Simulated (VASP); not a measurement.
Set up this calculation in VASP 6.6.1, as the native input.

```
Task                   : single point
Functional             : PBE
Potentials or basis    : VASP PAW PBE potentials, release 64 (Ca_sv, H)
Cutoff                 : 520 eV
k mesh                 : 12 × 12 × 12
Occupations            : gaussian, width 0.1 eV
Spin                   : no spin polarisation
Dipole correction      : no
Further INCAR settings : ALGO = Normal; EDIFF = 1e-06; NBANDS = 22
```

The structure of Ca2H5 lies in POSCAR:

```
Ca2H5
1.0
    0.0000000000      3.3172712030      6.5548051593
    2.1451171400      0.0000000000      6.5548051593
    2.1451171400      3.3172712030      0.0000000000
Ca H
2 5
Direct
    0.7500000000      0.7500000000      0.7500000000
    0.0000000000      0.0000000000      0.0000000000
    0.5000000000      0.5000000000      0.5000000000
    0.8312597399      0.8312597399      0.1687402601
    0.1687402601      0.1687402601      0.8312597399
    0.3472719651      0.6527280349      0.3472719651
    0.6527280349      0.3472719651      0.6527280349
```

The cell was generated, and may not be a known phase.

The input as run:

INCAR

```
SYSTEM = Ca2H5
ALGO = Normal ; EDIFF = 1E-6
ENCUT = 520 ; GGA = PE
ISIF = 2 ; ISMEAR = 0
LASPH = .TRUE. ; LCHARG = .FALSE.
LREAL = .FALSE. ; LWAVE = .FALSE.
NBANDS = 22 ; NELM = 80
PREC = Accurate ; SIGMA = 0.1
```

KPOINTS

```
k-points
0
G
  12 12 12
  0 0 0
```

Potentials or basis: VASP PAW PBE potentials, release 64 (Ca_sv, H).

The run is started by

```console
$ cat potpaw_PBE.64/Ca_sv/POTCAR potpaw_PBE.64/H/POTCAR > POTCAR
$ mpirun -np 1 vasp_std > vasp.out
```

Results of the run:

```json
{"Pressure": "0.0 GPa", "Largest force": "0.005 eV/Å", "Band gap on the k mesh": "zero (an odd number of electrons rules out a gap without spin polarisation)"}
```

Wall time 7.5 min on 1 thread of Intel(R) Xeon(R) 6975P-C (Granite Rapids) (shared host), peak memory 0.64 GiB.
